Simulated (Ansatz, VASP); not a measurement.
**ZrC: VASP beside Ansatz**

File INCAR:

```
SYSTEM = ZrC
PREC     = Accurate       ! precision mode
ENCUT    = 520            ! plane-wave cutoff, eV
EDIFF    = 1E-8           ! SCF threshold, eV
ISMEAR   = -1             ! smearing method
SIGMA    = 0.05           ! smearing width, eV
LREAL    = .False.        ! projectors in reciprocal space
LASPH    = .True.         ! aspherical terms in the spheres
NELM     = 100            ! most SCF steps
ALGO     = Normal         ! electronic algorithm
ISIF     = 2              ! what is computed and relaxed
LWAVE    = .False.        ! write WAVECAR
LCHARG   = .False.        ! write CHGCAR
GGA      = PS             ! functional
LEFG     = .True.       
NBANDS   = 15             ! bands
```

The input KPOINTS:

```
Automatic mesh
0
Gamma
  15 15 15
  0 0 0
```

POSCAR

```
ZrC
1.0
   -0.0705063000      2.3149568500      2.3149568500
    2.3149568500     -0.0705063000      2.3149568500
    2.3149568500      2.3149568500     -0.0705063000
Zr C
1 1
Direct
    0.5000000000      0.5000000000      0.5000000000
    0.0000000000      0.0000000000      0.0000000000
```

Input for Ansatz:

```yaml
crystal:
  lattice:
    - [-0.0705063, 2.31495685, 2.31495685]
    - [2.31495685, -0.0705063, 2.31495685]
    - [2.31495685, 2.31495685, -0.0705063]
  atoms:
    - { symbol: Zr, position: [0.5, 0.5, 0.5] }
    - { symbol: C, position: [0.0, 0.0, 0.0] }
kpoints:
  mp_grid: { grid: [15, 15, 15] }
scf:
  occupations: { method: fermi_dirac, width: 0.05 }
hamiltonian:
  xc: pbesol
  pseudopotentials: { kind: all_electron, datasets: crystal }
output:
  forces: true
  stress: true
  eigenvalues: true
  efg: { contact_densities: true }
```

Change from the starting cell: equal xy, yz and zx shear strains of -3 %, crystal datasets.

Alike in both runs: task electric field gradients; functional PBEsol; k mesh 15 × 15 × 15; occupations fermi-dirac, width 0.05 eV; no spin polarisation.

```csv
,VASP,Ansatz
version,VASP 6.6.1,Ansatz 0.2.0
potentials or method,"VASP PAW PBE potentials, release 64 (Zr_sv, C), cutoff 520 eV","all-electron PAW with datasets made for the crystal, scalar-relativistic"
```

Ansatz gave:

- pressure (GPa): -4.4
- traceless stress, the component that is largest in VASP (GPa): 4.36
- size of Vzz on the site where it differs most (V/Å²): 4.9

Problem. Estimate VASP's values.

Solution. Pressure (GPa): -4.1; traceless stress, the component that is largest in VASP (GPa): 4.35; size of Vzz on the site where it differs most (V/Å²): 4.5.

VASP's potentials were made for PBE, not for PBEsol. Ansatz ran all-electron here, and VASP with PAW potentials.
